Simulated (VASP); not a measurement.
# Sc12H (a cell with a defect) in VASP: relaxation of the atoms with PBE

Aim: the relaxation of the atoms of Sc12H (a cell with a defect) with PBE.

Everything below comes from runs of VASP 6.6.1. Logs are shortened: lines on timing, memory, paths and dates and some standing lists are left out, and cuts for length are marked.

### 1 The cell of the first run

The cell holds a defect, 13 atoms: a = 6.620 Å, b = 9.930 Å, c = 5.276 Å, α = 90.00°, β = 90.00°, γ = 120.00°.

### 2 Relaxation of the atoms, PBE

INCAR reads:

```
ALGO     = Normal         # electronic algorithm
EDIFF    = 1E-7           # SCF threshold, eV
EDIFFG   = -0.03          # ionic threshold
ENCUT    = 450            # plane-wave cutoff, eV
GGA      = PE             # functional
GGA_COMPAT= False        
IBRION   = 2              # ionic algorithm
ISIF     = 2              # what is computed and relaxed
ISMEAR   = 0              # smearing method
KPAR     = 4            
LASPH    = True           # aspherical terms in the spheres
LCHARG   = False          # write CHGCAR
LREAL    = False          # projectors in reciprocal space
LWAVE    = False          # write WAVECAR
NELM     = 120            # most SCF steps
NELMIN   = 4            
NSW      = 80             # ionic steps
PREC     = Accurate       # precision mode
SIGMA    = 0.05           # smearing width, eV
```

KPOINTS reads:

```
k-points
0
Gamma
  3 2 3
```

POSCAR reads:

```
Sc12H
1.0
    6.6200000000      0.0000000000      0.0000000000
   -4.9650000000      8.5996320000      0.0000000000
    0.0000000000      0.0000000000      5.2761400000
Sc H
12 1
Direct
    0.0000000000      0.0000000000      0.0000000000
    0.1666666700      0.2222222300      0.5000000000
    0.0000000100      0.3333333400      0.0000000000
    0.1666666800      0.5555555700      0.5000000000
    0.0000000200      0.6666666900      0.0000000000
    0.1666666900      0.8888889200      0.5000000000
    0.5000000000      0.0000000000      0.0000000000
    0.6666666700      0.2222222300      0.5000000000
    0.5000000100      0.3333333400      0.0000000000
    0.6666666800      0.5555555700      0.5000000000
    0.5000000200      0.6666666900      0.0000000000
    0.6666666900      0.8888889200      0.5000000000
    0.3155917600      0.7703024400      1.2475178400
```

Potentials or basis: VASP PAW PBE potentials, release 64 (Sc_sv, H).

Command:

```
cat potpaw_PBE.64/Sc_sv/POTCAR potpaw_PBE.64/H/POTCAR > POTCAR
mpirun -np 4 vasp_std > vasp.out
```

OUTCAR:

```text
EDIFF = 1E-7
   EDIFFG = -0.03
   ENCUT = 450
   GGA = PE
   IBRION = 2
   ISIF = 2
   ISMEAR = 0
   LASPH = True
   LREAL = False
   NELM = 120
   NELMIN = 4
   NSW = 80
   PREC = Accurate

 ion  position               nearest neighbor table
   1  0.000  0.000  0.000-   6 3.26  12 3.26   6 3.26  12 3.26   2 3.26   2 3.26  11 3.31   5 3.31
                             3 3.31   9 3.31   7 3.31   7 3.31
   2  0.167  0.222  0.500-   3 3.26   3 3.26   1 3.26   1 3.26   9 3.26   9 3.26  12 3.31   6 3.31
                             4 3.31  10 3.31   8 3.31   8 3.31
   3  0.000  0.333  0.000-   2 3.26   2 3.26   4 3.26   4 3.26   8 3.26   8 3.26   1 3.31   7 3.31
                             9 3.31   9 3.31  11 3.31   5 3.31
   4  0.167  0.556  0.500-   3 3.26   3 3.26   5 3.26   5 3.26  11 3.26  11 3.26   2 3.31   8 3.31
                            10 3.31  10 3.31  12 3.31   6 3.31
   5  0.000  0.667  0.000-   6 3.26   6 3.26   4 3.26   4 3.26  10 3.26  10 3.26   7 3.31   1 3.31
                            11 3.31  11 3.31   9 3.31   3 3.31
   6  0.167  0.889  0.500-   1 3.26   7 3.26   1 3.26   7 3.26   5 3.26   5 3.26   8 3.31   2 3.31
                            12 3.31  12 3.31  10 3.31   4 3.31
   7  0.500  0.000  0.000-   6 3.26  12 3.26   6 3.26  12 3.26   8 3.26   8 3.26   5 3.31  11 3.31
                             9 3.31   3 3.31   1 3.31   1 3.31
   8  0.667  0.222  0.500-   9 3.26   9 3.26   7 3.26   7 3.26   3 3.26   3 3.26   6 3.31  12 3.31
                            10 3.31   4 3.31   2 3.31   2 3.31
   9  0.500  0.333  0.000-   8 3.26   8 3.26  10 3.26  10 3.26   2 3.26   2 3.26   7 3.31   1 3.31
                             3 3.31   3 3.31   5 3.31  11 3.31
  10  0.667  0.556  0.500-   9 3.26   9 3.26  11 3.26  11 3.26   5 3.26   5 3.26   8 3.31   2 3.31
                             4 3.31   4 3.31   6 3.31  12 3.31
  11  0.500  0.667  0.000-  12 3.26  12 3.26  10 3.26  10 3.26   4 3.26   4 3.26   1 3.31   7 3.31
                             5 3.31   5 3.31   3 3.31   9 3.31
  12  0.667  0.889  0.500-   1 3.26   7 3.26   1 3.26   7 3.26  11 3.26  11 3.26   2 3.31   8 3.31
                             6 3.31   6 3.31   4 3.31  10 3.31
  13  0.316  0.770  0.248-

  LATTYP: Found a simple monoclinic cell.
 ALAT       =     6.6200000000
 B/A-ratio  =     0.7970000000
 C/A-ratio  =     1.3228756170
 COS(beta)  =    -0.1889822420

  Lattice vectors:

 A1 = (   6.6200000000,   0.0000000000,   0.0000000000)
 A2 = (   0.0000000000,   0.0000000000,   5.2761400000)
 A3 = (  -1.6550000000,  -8.5996320000,   0.0000000000)

Analysis of symmetry for initial positions (statically):
=====================================================================
 Subroutine PRICEL returns:
 Original cell was already a primitive cell.

 Routine SETGRP: Setting up the symmetry group for a
 simple monoclinic supercell.

 Subroutine GETGRP returns: Found  1 space group operations
 (whereof  1 operations were pure point group operations)
 out of a pool of  4 trial point group operations.

The static configuration has the point symmetry C_1 .

Analysis of symmetry for dynamics (positions and initial velocities):
=====================================================================
 Subroutine PRICEL returns:
 Original cell was already a primitive cell.

 Routine SETGRP: Setting up the symmetry group for a
 simple monoclinic supercell.

 Subroutine GETGRP returns: Found  1 space group operations
 (whereof  1 operations were pure point group operations)
 out of a pool of  4 trial point group operations.

The dynamic configuration has the point symmetry C_1 .

 Subroutine INISYM returns: Found  1 space group operations
 (whereof  1 operations are pure point group operations),
 and found     1 'primitive' translations

----------------------------------------------------------------------------------------

                                     Primitive cell

  volume of cell :     300.3683

  direct lattice vectors                    reciprocal lattice vectors
     6.620000000  0.000000000  0.000000000     0.151057402  0.087213034  0.000000000
    -4.965000000  8.599632000  0.000000000     0.000000000  0.116284046  0.000000000
     0.000000000  0.000000000  5.276140000     0.000000000  0.000000000  0.189532499

  length of vectors
     6.620000000  9.929999775  5.276140000     0.174426065  0.116284046  0.189532499

  position of ions in fractional coordinates (direct lattice)
     0.000000000  0.000000000  0.000000000
     0.166666670  0.222222230  0.500000000
     0.000000010  0.333333340  0.000000000
     0.166666680  0.555555570  0.500000000
     0.000000020  0.666666690  0.000000000
     0.166666690  0.888888920  0.500000000
     0.500000000  0.000000000  0.000000000
[... 61 lines left out ...]
 -----------------------------------------------------------------------------

 Subroutine IBZKPT returns following result:
 ===========================================

 Found     10 irreducible k-points:

 Following reciprocal coordinates:
            Coordinates               Weight
  0.000000  0.000000  0.000000      1.000000
  0.333333  0.000000  0.000000      2.000000
  0.000000  0.500000  0.000000      1.000000
  0.333333  0.500000  0.000000      2.000000
  0.000000  0.000000  0.333333      2.000000
  0.333333  0.000000  0.333333      2.000000
 -0.333333 -0.000000  0.333333      2.000000
  0.000000  0.500000  0.333333      2.000000
  0.333333  0.500000  0.333333      2.000000
 -0.333333  0.500000  0.333333      2.000000
   k-points           NKPTS =     10   k-points in BZ     NKDIM =     10   number of bands    NBANDS=     79
   number of dos      NEDOS =    301   number of ions     NIONS =     13
   total plane-waves  NPLWV = 134400
   dimension x,y,z NGX =    48 NGY =   70 NGZ =   40
   dimension x,y,z NGXF=    96 NGYF=  140 NGZF=   80
   ions per type =              12   1
   NGX,Y,Z   is equivalent  to a cutoff of  12.05, 11.72, 12.60 a.u.
   NGXF,Y,Z  is equivalent  to a cutoff of  24.11, 23.44, 25.21 a.u.
 SYSTEM =  unknown system
   PREC   = accura    normal or accurate (medium, high low for compatibility)
   ISTART =      0    job   : 0-new  1-cont  2-samecut
   ICHARG =      2    charge: 1-file 2-atom 10-const
   ISPIN  =      1    spin polarized calculation?
   LNONCOLLINEAR =      F non collinear calculations
   LSORBIT =      F    spin-orbit coupling
   LASPH  =      T    aspherical Exc in radial PAW
   ENCUT  =  450.0 eV  33.07 Ry    5.75 a.u.  11.45 17.18  9.13*2*pi/ulx,y,z
   NELM   =    120;   NELMIN=  4; NELMDL= -5     # of ELM steps
   EDIFF  = 0.1E-06   stopping-criterion for ELM
   LREAL  =      F    real-space projection
   EDIFFG = -.3E-01   stopping-criterion for IOM
   NSW    =     80    number of steps for IOM
   IBRION =      2    ionic relax: 0-MD 1-quasi-New 2-CG
   NFREE  =      1    steps in history (QN), initial steepest desc. (CG)
   ISIF   =      2    stress and relaxation
   ISYM   =      2    0-nonsym 1-usesym 2-fastsym
   POTIM  = 0.5000    time-step for ionic-motion
   TEBEG  =    0.0;   TEEND  =   0.0 temperature during run
   PSTRESS=    0.0 pullay stress
   NELECT =     133.0000    total number of electrons
   NUPDOWN=      -1.0000    fix difference up-down
   EMIN   =  10.00;   EMAX   =-10.00  energy-range for DOS
   EFERMI =   0.00;   METHOD = LEGACY
   ISMEAR =     0;   SIGMA  =   0.05  broadening in eV -4-tet -1-fermi 0-gaus
   EFERMI_NEDOS =   21; number of points for ismear=-14 and -15
   IALGO  =     38    algorithm
   IMIX   =      4    mixing-type and parameters
     AMIX     =   0.40;   BMIX     =  1.00
     AMIX_MAG =   1.60;   BMIX_MAG =  1.00
  volume/ion in A,a.u.               =      23.11       155.92
  Fermi-wavevector in a.u.,A,eV,Ry     =   1.247788  2.357977 21.183915  1.556974
  Thomas-Fermi vector in A             =   2.381904
   LORBIT       =      0    0 simple, 1 ext, 2 COOP (PROOUT), +10 PAW based schemes
   GGA     = PE    functional components
   LHFCALC =     F    Hartree Fock is set to
   AEXX    =    0.0000 exact exchange contribution
   IVDW    =     0    specifies the selected vdW correction
   LEPSILON=     F    determine dielectric tensor
   LRPA    =     F    only Hartree local field effects (RPA)
 conjugate gradient relaxation of ions
 non-spin polarized calculation
 Gauss-broadening in eV      SIGMA  =   0.05
  energy-cutoff  :      450.00
  volume of cell :      300.37
 maximum number of plane-waves:      6539
 NGX is ok and might be reduce to    48
   NGX = 23   NGY = 35   NGZ = 19

--------------------------------------- Ionic step        1  -------------------------------------------

 number of electron     133.0000021 magnetization

 Free energy of the ion-electron system (eV)
  ---------------------------------------------------
  ext. energy  EPLUGINS =         0.00000000
  ---------------------------------------------------
  free energy    TOTEN  =       -79.02477822 eV

  energy without entropy =      -78.98463366  energy(sigma->0) =      -79.00470594

------------------------ aborting loop because EDIFF is reached ----------------------------------------

  FORCE on cell =-STRESS in cart. coord.  units (eV):
  Direction    XX          YY          ZZ          XY          YZ          ZX
  --------------------------------------------------------------------------------------
  -------------------------------------------------------------------------------------
  Total       -1.3315365     -1.4692228     -2.5697698      0.0724949     -0.0213166     -0.0302280
  in kB       -7.1024713     -7.8368960    -13.7072595      0.3866911     -0.1137037     -0.1612372
  external PRESSURE =      -9.5488756 kB  Pullay stress =       0.0000000 kB
[... 269 lines left out ...]
--------------------------------------- Ionic step        7  -------------------------------------------

 number of electron     133.0000010 magnetization

 Free energy of the ion-electron system (eV)
  ---------------------------------------------------
  ext. energy  EPLUGINS =         0.00000000
  ---------------------------------------------------
  free energy    TOTEN  =       -79.03681005 eV

  energy without entropy =      -78.99757772  energy(sigma->0) =      -79.01719389

 E-fermi :   3.6506     XC(G=0):  -9.8611

 val. band max:        3.6355547182   @ k =   0.3333   0.5000   0.0000
 cond. band min:       3.6552784293   @ k =   0.3333   0.0000   0.3333
 fundamental gap:      0.0197237111
 Fermi energy:         3.6505878348

 k-point     1 :       0.0000    0.0000    0.0000
  band No.  band energies     occupation
      1     -45.8008      2.00000
      2     -45.7657      2.00000
      3     -45.7597      2.00000
      4     -45.7579      2.00000
      5     -45.7471      2.00000
      6     -45.7412      2.00000
[... 799 lines left out ...]
     77       4.5758      0.00000
     78       4.6456      0.00000
 [bands above 78 left out]

------------------------ aborting loop because EDIFF is reached ----------------------------------------

  FORCE on cell =-STRESS in cart. coord.  units (eV):
  Direction    XX          YY          ZZ          XY          YZ          ZX
  --------------------------------------------------------------------------------------
  -------------------------------------------------------------------------------------
  Total       -1.3324055     -1.4375154     -2.6955572      0.0578542     -0.0411661     -0.0771643
  in kB       -7.1071068     -7.6677672    -14.3782151      0.3085965     -0.2195818     -0.4115975
  external PRESSURE =      -9.7176964 kB  Pullay stress =       0.0000000 kB
[... 28 lines left out ...]
  FREE ENERGIE OF THE ION-ELECTRON SYSTEM (eV)
  ---------------------------------------------------
  free  energy   TOTEN  =       -79.0368100525 eV

  energy  without entropy=      -78.9975777177  energy(sigma->0) =      -79.01719389

 reached required accuracy - stopping structural energy minimisation
```

Run time: 16 min. Hardware: 4 MPI ranks of Intel Xeon Platinum 8375C at 2.90GHz (Ice Lake), shared host; peak memory 0.46 GiB.

What came out:

* Free energy: -79.0368 eV
* Energy gained by relaxing: 0.9 meV/atom
* Ionic steps: 7
* Pressure after relaxing: -1.0 GPa
* Largest force after relaxing: 0.021 eV/Å
* Band gap on the k mesh: zero (an odd number of electrons rules out a gap without spin polarisation)

Forces on the atoms (eV/Å):
```
Sc   0.003  0.005 -0.007
Sc  -0.010 -0.007 -0.007
Sc  -0.012 -0.016 -0.007
Sc   0.005  0.004 -0.006
Sc   0.008  0.007  0.006
Sc  -0.004  0.003  0.000
Sc   0.000  0.001  0.012
Sc  -0.005  0.009  0.007
Sc   0.000  0.000  0.004
Sc  -0.002 -0.010  0.006
Sc   0.007 -0.003  0.001
Sc  -0.003 -0.005 -0.005
H    0.013  0.013 -0.004
```

The path:
| step | energy change (eV) | largest force (eV/Å) | pressure (GPa) |
| --- | --- | --- | --- |
| 1 | 0.0000 | 0.1625 | -0.95 |
| 2 | -0.0025 | 0.1492 | -0.96 |
| 3 | -0.0077 | 0.1094 | -0.96 |
| 4 | -0.0076 | 0.1056 | -0.94 |
| 5 | -0.0094 | 0.0707 | -0.95 |
| 6 | -0.0113 | 0.0452 | -0.96 |
| 7 | -0.0120 | 0.0211 | -0.97 |

Final structure:
```
CELL_PARAMETERS angstrom
6.62000 0.00000 0.00000
-4.96500 8.59963 0.00000
0.00000 0.00000 5.27614
ATOMIC_POSITIONS crystal
Sc 0.99790 0.99928 0.00559
Sc 0.16631 0.22217 0.50267
Sc 0.00016 0.33377 0.00221
Sc 0.16519 0.55569 0.49876
Sc 0.99962 0.66627 0.99917
Sc 0.16612 0.88779 0.50138
Sc 0.49833 0.99865 0.00053
Sc 0.66542 0.22088 0.49729
Sc 0.49918 0.33260 0.99709
Sc 0.66589 0.55535 0.49412
Sc 0.49764 0.66672 0.99817
Sc 0.66398 0.88814 0.50043
H 0.32986 0.77632 0.25010
```

Caveat: the k points lie up to 0.40 Å⁻¹ apart, too coarse for converged energies and pressures of a metal.
